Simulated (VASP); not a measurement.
# CdS (I-4m2) in VASP: notebook, part 2 of 2

VASP 6.6.1. Earlier steps stand in the parts before.

### Step 4. Single point, r2SCAN (strain +0.0450 x Voigt [0, 1, 0, 0, 0, 0])

File POSCAR:

```
CdS
1.0
    0.0000000000      3.0409500000      2.9100000000
    2.9100000000      0.0000000000      2.9100000000
    2.9100000000      3.0409500000      0.0000000000
Cd S
1 1
Direct
    0.0000000000      0.0000000000      0.0000000000
    0.7500000000      0.7500000000      0.7500000000
```

File INCAR.step1:

```
PREC = Accurate
ENCUT = 520
ISMEAR = 0
SIGMA = 0.05
LREAL = F
LASPH = T
NELM = 80
NBANDS = 16
GGA = PE
ALGO = Normal
EDIFF = 1E-4
LWAVE = T
LCHARG = F
```

File INCAR.step2:

```
PREC = Accurate
ENCUT = 520
EDIFF = 1E-7
ISMEAR = 0
SIGMA = 0.05
LREAL = F
LASPH = T
NELM = 80
ALGO = Normal
ISIF = 2
LWAVE = F
LCHARG = F
METAGGA = R2SCAN
LMIXTAU = T
NBANDS = 16
ISTART = 1
```

File KPOINTS:

```
Automatic mesh
0
Gamma
  8 8 8
```

On the command line:

```
$ cat potpaw_PBE.64/Cd/POTCAR potpaw_PBE.64/S/POTCAR > POTCAR
$ cp INCAR.step1 INCAR
$ mpirun -np 1 vasp_std > vasp.out
$ cp INCAR.step2 INCAR
$ mpirun -np 1 vasp_std > vasp.out
```

Wall time 60 s (1 thread of Intel Xeon 6975P-C (Granite Rapids), shared host); peak memory 0.21 GiB.

The run converged. Its results:

```yaml
Free_energy: -29.6812 eV
Pressure: -0.6 GPa
Band_gap_on_the_k_mesh: 1.45 eV, direct
```

Stress tensor (GPa, compression positive):
```
-0.30  0.00  0.00
 0.00 -1.24  0.00
 0.00  0.00 -0.30
```

Levels at points of the mesh, in eV from the valence-band top:
| k point | band 7 | band 8 | band 9 | band 10 | band 11 | band 12 |
| --- | --- | --- | --- | --- | --- | --- |
| (0.00, 0.00, 0.00) | -0.14 | 0.00 | 0.00 | 1.45 | 7.05 | 7.05 |
| (0.50, 0.00, 0.00) | -4.27 | -0.85 | -0.67 | 3.35 | 7.28 | 7.61 |
| (0.50, 0.50, 0.00) | -3.76 | -1.93 | -1.85 | 3.80 | 4.54 | 9.72 |
| (0.50, 0.00, 0.50) | -4.02 | -1.72 | -1.72 | 3.97 | 4.91 | 9.27 |

Caveat: the cell differs from its parent crystal (strain +0.0450 x Voigt [0, 1, 0, 0, 0, 0]); the PAW data sets were made with another functional, which shifts forces and pressure a little.

### Step 5. Single point, r2SCAN (strain +0.0525 x Voigt [0, 1, 0, 0, 0, 0])

File POSCAR:

```
CdS
1.0
    0.0000000000      3.0627750000      2.9100000000
    2.9100000000      0.0000000000      2.9100000000
    2.9100000000      3.0627750000      0.0000000000
Cd S
1 1
Direct
    0.0000000000      0.0000000000      0.0000000000
    0.7500000000      0.7500000000      0.7500000000
```

File INCAR.step1:

```
PREC = Accurate ; ENCUT = 520
ISMEAR = 0 ; SIGMA = 0.05
LREAL = False ; LASPH = True
NELM = 100 ; NBANDS = 16
GGA = PE ; ALGO = Normal
EDIFF = 1E-4 ; LWAVE = True
LCHARG = False
```

File INCAR.step2:

```
PREC = Accurate ; ENCUT = 520
EDIFF = 1E-6 ; ISMEAR = 0
SIGMA = 0.05 ; LREAL = False
LASPH = True ; NELM = 100
ALGO = Normal ; ISIF = 2
LWAVE = False ; LCHARG = True
METAGGA = R2SCAN ; LMIXTAU = True
LELF = True ; LVHAR = True
NBANDS = 16 ; ISTART = 1
```

File KPOINTS:

```
regular mesh
0
Gamma
  8 8 8
```

Potentials or basis: VASP PAW PBE potentials, release 64 (Cd, S).

On the command line:

```
$ cat potpaw_PBE.64/Cd/POTCAR potpaw_PBE.64/S/POTCAR > POTCAR
$ cp INCAR.step1 INCAR
$ mpirun -np 1 vasp_std > vasp.out
$ cp INCAR.step2 INCAR
$ mpirun -np 1 vasp_std > vasp.out
```

OUTCAR:

```text
PREC = Accurate
   ENCUT = 520
   EDIFF = 1E-6
   ISMEAR = 0
   LREAL = False
   LASPH = True
   NELM = 100
   ISIF = 2
   METAGGA = R2SCAN
   ISTART = 1

 ion  position               nearest neighbor table
   1  0.000  0.000  0.000-   2 2.56   2 2.56   2 2.56   2 2.56
   2  0.750  0.750  0.750-   1 2.56   1 2.56   1 2.56   1 2.56

  LATTYP: Found a body centered tetragonal cell.
 ALAT       =     4.1153614665
 C/A-ratio  =     1.4884597744

  Lattice vectors:

 A1 = (   0.0000000000,  -3.0627750000,   2.9100000000)
 A2 = (   0.0000000000,  -3.0627750000,  -2.9100000000)
[... 625 lines left out ...]
      4      -6.7310      2.00000
      5      -6.6620      2.00000
      6      -6.6327      2.00000
[... 8 lines left out ...]
     15      13.1514      0.00000
     16      13.1579      0.00000

 [... further k-points ...]
[... 5 lines left out ...]
  --------------------------------------------------------------------------------------
  -------------------------------------------------------------------------------------
  Total       -0.2124732     -0.5781883     -0.2124732     -0.0000000     -0.0000000      0.0000000
  in kB       -6.5627163    -17.8586582     -6.5627163     -0.0000000     -0.0000000      0.0000000
  external PRESSURE =     -10.3280303 kB  Pullay stress =       0.0000000 kB

 VOLUME and BASIS-vectors are now :
 -----------------------------------------------------------------------------
  energy-cutoff  :      520.00
  volume of cell :       51.87
      direct lattice vectors                 reciprocal lattice vectors
     0.000000000  3.062775000  2.910000000    -0.171821306  0.163250647  0.171821306
     2.910000000  0.000000000  2.910000000     0.171821306 -0.163250647  0.171821306
     2.910000000  3.062775000  0.000000000     0.171821306  0.163250647 -0.171821306

 POSITION                                       TOTAL-FORCE (eV/Angst)
 -----------------------------------------------------------------------------------
      0.00000      0.00000      0.00000        -0.000000     -0.000000     -0.000000
      4.36500      4.59416      4.36500         0.000000      0.000000      0.000000
 -----------------------------------------------------------------------------------
    total drift:                                0.000002      0.000010      0.000002

  FREE ENERGIE OF THE ION-ELECTRON SYSTEM (eV)
  ---------------------------------------------------
  free  energy   TOTEN  =       -29.6777411666 eV

  energy  without entropy=      -29.6777411666  energy(sigma->0) =      -29.67774117
```

OSZICAR.step1:

```text
N       E                     dE             d eps       ncg     rms          rms(c)
DAV:   1     0.108886984212E+03    0.10889E+03   -0.90308E+03  1928   0.102E+03
DAV:   2    -0.230108334794E+01   -0.11119E+03   -0.10465E+03  2288   0.251E+02
DAV:   3    -0.666783370028E+01   -0.43668E+01   -0.43574E+01  2336   0.517E+01
DAV:   4    -0.669504318486E+01   -0.27209E-01   -0.27208E-01  2400   0.402E+00
DAV:   5    -0.669541990047E+01   -0.37672E-03   -0.37671E-03  2360   0.446E-01    0.736E+00
DAV:   6    -0.615853580959E+01    0.53688E+00   -0.86776E-01  2800   0.112E+01    0.602E+00
DAV:   7    -0.614059243457E+01    0.17943E-01   -0.18604E-01  2360   0.295E+00    0.300E+00
DAV:   8    -0.614076821383E+01   -0.17578E-03   -0.16331E-02  2216   0.158E+00    0.274E-01
DAV:   9    -0.614071757484E+01    0.50639E-04   -0.18672E-03  2352   0.609E-01    0.621E-02
DAV:  10    -0.614086217760E+01   -0.14460E-03   -0.24196E-04  2320   0.146E-01    0.720E-02
DAV:  11    -0.614094891336E+01   -0.86736E-04   -0.14412E-04  2184   0.891E-02
   1 F= -.61409489E+01 E0= -.61409489E+01  d E =-.328118E-18
```

Run time: 53 s. Hardware: 1 thread of Intel Xeon 6975P-C (Granite Rapids), shared host; peak memory 0.21 GiB.

Results:

```yaml
Free_energy: -29.6777 eV
Pressure: -1.0 GPa
Band_gap_on_the_k_mesh: 1.43 eV, direct
```

Stress tensor (GPa, compression positive):
```
-0.66  0.00  0.00
 0.00 -1.79  0.00
 0.00  0.00 -0.66
```

Levels at points of the mesh, in eV from the valence-band top:
```
           k point  band 7  band 8  band 9  band 10  band 11  band 12
(0.00, 0.00, 0.00)   -0.17    0.00    0.00     1.43     7.04     7.04
(0.50, 0.00, 0.00)   -4.24   -0.86   -0.65     3.32     7.25     7.63
(0.50, 0.50, 0.00)   -3.72   -1.92   -1.84     3.80     4.50     9.70
(0.50, 0.00, 0.50)   -4.02   -1.68   -1.68     3.99     4.93     9.19
```

Caveat: the cell differs from its parent crystal (strain +0.0525 x Voigt [0, 1, 0, 0, 0, 0]); the PAW data sets were made with another functional, which shifts forces and pressure a little.

### Step 6. Single point, r2SCAN (strain +0.0600 x Voigt [0, 1, 0, 0, 0, 0])

File POSCAR:

```
CdS
1.0
    0.0000000000      3.0846000000      2.9100000000
    2.9100000000      0.0000000000      2.9100000000
    2.9100000000      3.0846000000      0.0000000000
Cd S
1 1
Direct
    0.0000000000      0.0000000000      0.0000000000
    0.7500000000      0.7500000000      0.7500000000
```

File INCAR.step1:

```
PREC     = Accurate       # precision mode
ENCUT    = 520            # plane-wave cutoff, eV
ISMEAR   = 0              # smearing method
SIGMA    = 0.05           # smearing width, eV
LREAL    = False          # projectors in reciprocal space
LASPH    = True           # aspherical terms in the spheres
NELM     = 60             # most SCF steps
NBANDS   = 16             # bands
GGA      = PE             # functional
ALGO     = Normal         # electronic algorithm
EDIFF    = 1E-4           # SCF threshold, eV
LWAVE    = True           # write WAVECAR
LCHARG   = False          # write CHGCAR
```

File INCAR.step2:

```
PREC     = Accurate       # precision mode
ENCUT    = 520            # plane-wave cutoff, eV
EDIFF    = 1E-6           # SCF threshold, eV
ISMEAR   = 0              # smearing method
SIGMA    = 0.05           # smearing width, eV
LREAL    = False          # projectors in reciprocal space
LASPH    = True           # aspherical terms in the spheres
NELM     = 60             # most SCF steps
ALGO     = Normal         # electronic algorithm
ISIF     = 2              # what is computed and relaxed
LWAVE    = False          # write WAVECAR
LCHARG   = False          # write CHGCAR
METAGGA  = R2SCAN         # meta-GGA
LMIXTAU  = True         
NBANDS   = 16             # bands
ISTART   = 1
```

KPOINTS is that of step 5.

Potentials or basis: VASP PAW PBE potentials, release 64 (Cd, S).

On the command line:

```
$ cat potpaw_PBE.64/Cd/POTCAR potpaw_PBE.64/S/POTCAR > POTCAR
$ cp INCAR.step1 INCAR
$ mpirun -np 1 vasp_std > vasp.out
$ cp INCAR.step2 INCAR
$ mpirun -np 1 vasp_std > vasp.out
```

Wall time 56 s (1 thread of Intel Xeon 6975P-C (Granite Rapids), shared host); peak memory 0.21 GiB.

Results (log left out):

| Quantity | Value |
| --- | --- |
| Free energy | -29.6730 eV |
| Pressure | -1.4 GPa |
| Band gap on the k mesh | 1.40 eV, direct |

Stress tensor (GPa, compression positive):
```
-1.00  0.00  0.00
 0.00 -2.33  0.00
 0.00  0.00 -1.00
```

Levels at points of the mesh, in eV from the valence-band top:
```
           k point  band 6  band 7  band 8  band 9  band 10  band 11  band 12  band 13
(0.00, 0.00, 0.00)   -7.41   -0.19    0.00    0.00     1.40     7.04     7.04     7.05
(0.50, 0.00, 0.00)   -7.08   -4.20   -0.87   -0.63     3.30     7.22     7.65     7.70
(0.50, 0.50, 0.00)   -6.98   -3.69   -1.92   -1.82     3.80     4.47     9.67    10.72
(0.50, 0.00, 0.50)   -7.09   -4.02   -1.65   -1.65     4.01     4.95     9.10    11.26
```

Caveat: the cell differs from its parent crystal (strain +0.0600 x Voigt [0, 1, 0, 0, 0, 0]); the PAW data sets were made with another functional, which shifts forces and pressure a little.

### Step 7. The runs side by side

| cell | gap on the mesh (eV) | pressure (GPa) |
| --- | --- | --- |
| a = 4.146, b = 4.115 Å, angles 60.2, 59.5, 60.2°, 2 atoms | 1.56 | 1.2 |
| a = 4.178, b = 4.115 Å, angles 60.5, 59.0, 60.5°, 2 atoms | 1.51 | 0.3 |
| a = 4.209, b = 4.115 Å, angles 60.7, 58.5, 60.7°, 2 atoms | 1.45 | -0.6 |
| a = 4.225, b = 4.115 Å, angles 60.9, 58.3, 60.9°, 2 atoms | 1.43 | -1.0 |
| a = 4.241, b = 4.115 Å, angles 61.0, 58.1, 61.0°, 2 atoms | 1.40 | -1.4 |

Alike in all rows: task single point; level r2SCAN; potentials or basis VASP PAW PBE potentials, release 64 (Cd, S); no spin polarisation; k mesh 8 × 8 × 8; cutoff (eV) 520; smearing gaussian 0.05 eV.

Caveats: the PAW data sets were made with another functional, which shifts forces and pressure a little.

Total energies depend on the potentials used, so only differences within one code and one set of settings carry meaning.
